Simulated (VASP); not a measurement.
Runs of VASP 6.6.1 on O. The structure is that of space group Fm-3m (No. 225), or close to it. The cells are those of the table. 

| task | cell | k mesh | gap on the mesh (eV) | pressure (GPa) |
| --- | --- | --- | --- | --- |
| relaxation of cell and atoms | relaxed to 140 GPa from a = 1.934 Å, angles 60.0°, 1 atom | 21 × 21 × 21 | none | 140.0 |
| single point | a = 2.167 Å, angles 60.0°, 1 atom | 19 × 19 × 19 | none | -0.1 |
| single point | a = 1.938 Å, angles 60.0°, 1 atom | 21 × 21 × 21 | none | (a) |
| single point | a = 1.934 Å, angles 60.0°, 1 atom | 21 × 21 × 21 | none | 144.3 |
| relaxation of cell and atoms | relaxed to 140 GPa from a = 1.938 Å, angles 60.0°, 1 atom | 21 × 21 × 21 | none | 140.0 |

Alike in all rows: level LDA; potentials or basis VASP PAW LDA potentials, release 64 (O); no spin polarisation; cutoff (eV) 600; smearing fermi-dirac 0.05 eV.

Problem. Fill in the values left out.

Solution. (a) 140.6.

Caveats: the cell is relaxed towards a set pressure, so the run minimises the enthalpy, not the energy (at least some runs); the cell stands under pressure (at least some runs).

A gap of «none» marks levels without a gap at the run's occupations.
